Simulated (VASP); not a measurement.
# SnSe: single point with PBEsol

**Experimental background.**

From “Linear dichroism of the optical properties of SnS and SnSe van der Waals crystals”, 2024, arxiv:2409.17412, for a bulk crystal of SnSe at 300 K: band gap 0.89 eV (indirect).

SnSe:

```xyz
8
Lattice="11.4304 0.0000 0.0000 0.0000 4.1512 0.0000 0.0000 0.0000 4.3682" Properties=species:S:1:pos:R:3 pbc="T T T"
Sn    1.3487    1.0378    0.4234
Sn    4.3665    3.1134    2.6075
Sn    7.0639    1.0378    1.7607
Sn   10.0817    3.1134    3.9448
Se    4.0855    1.0378    0.1019
Se    1.6297    3.1134    2.2860
Se    9.8007    1.0378    2.0822
Se    7.3449    3.1134    4.2663
```

```
Program             : VASP 6.6.1
Task                : single point
Functional          : PBEsol
Potentials or basis : VASP PAW PBE potentials, release 64 (Sn_d, Se)
Cutoff              : 500 eV
k mesh              : 4 × 6 × 6
Occupations         : fermi-dirac, width 0.02 eV
Spin                : no spin polarisation
```

```
Pressure               : 0.1 GPa
Largest force          : 0.020 eV/Å
Band gap on the k mesh : 0.39 eV (least direct gap 0.54 eV)
```

Forces in eV/Å, atoms in the order of the input:
```
Sn  -0.016  0.000 -0.011
Sn   0.016  0.000 -0.011
Sn  -0.016  0.000  0.011
Sn   0.016  0.000  0.011
Se   0.010  0.000  0.010
Se  -0.010  0.000  0.010
Se   0.010  0.000 -0.010
Se  -0.010  0.000 -0.010
```

Levels at points of the mesh, in eV from the valence-band top:
```csv
k point,band 37,band 38,band 39,band 40,band 41,band 42,band 43,band 44
"(0.00, 0.00, 0.00)",-1.70,-1.34,-0.80,-0.64,0.47,2.86,2.97,2.98
"(0.50, 0.00, 0.00)",-2.01,-2.01,-0.65,-0.65,2.48,2.48,2.64,2.64
"(0.00, 0.50, 0.00)",-1.06,-1.06,-0.72,-0.72,0.83,0.83,1.32,1.32
"(0.50, 0.50, 0.00)",-1.00,-1.00,-1.00,-1.00,1.34,1.34,1.34,1.34
"(0.00, 0.00, 0.50)",-0.86,-0.86,-0.32,-0.32,1.13,1.13,1.38,1.38
"(0.50, 0.00, 0.50)",-0.52,-0.52,-0.27,-0.27,1.04,1.04,1.44,1.44
"(0.00, 0.50, 0.50)",-2.46,-2.46,-1.59,-1.59,2.54,2.54,2.98,2.98
"(0.50, 0.50, 0.50)",-1.67,-1.67,-1.67,-1.67,2.31,2.31,2.31,2.31
```

It took 5.3 min on 1 thread of Intel(R) Xeon(R) Platinum 8259CL CPU @ 2.50GHz (Skylake/Cascade Lake) (shared host), peak memory 0.48 GiB.

A measured gap of SnSe is 0.89 eV (indirect; 300 K; “Linear dichroism of the optical properties of SnS and SnSe van der Waals crystals”, 2024, arxiv:2409.17412); the calculated 0.39 eV misses it by -0.50 eV. 2 values of this kind are on record (0.89 to 0.99 eV); this one was drawn at random. Spin-orbit coupling on Se, Sn is left out. The value is that of PBEsol on a finite k mesh, which can miss the band edges, without temperature or zero-point motion. Semilocal functionals fall short of measured gaps as a rule.

Caveat: the PAW data sets were made with another functional, which shifts forces and pressure a little; spin-orbit coupling is left out, which moves the levels of the heavy elements.
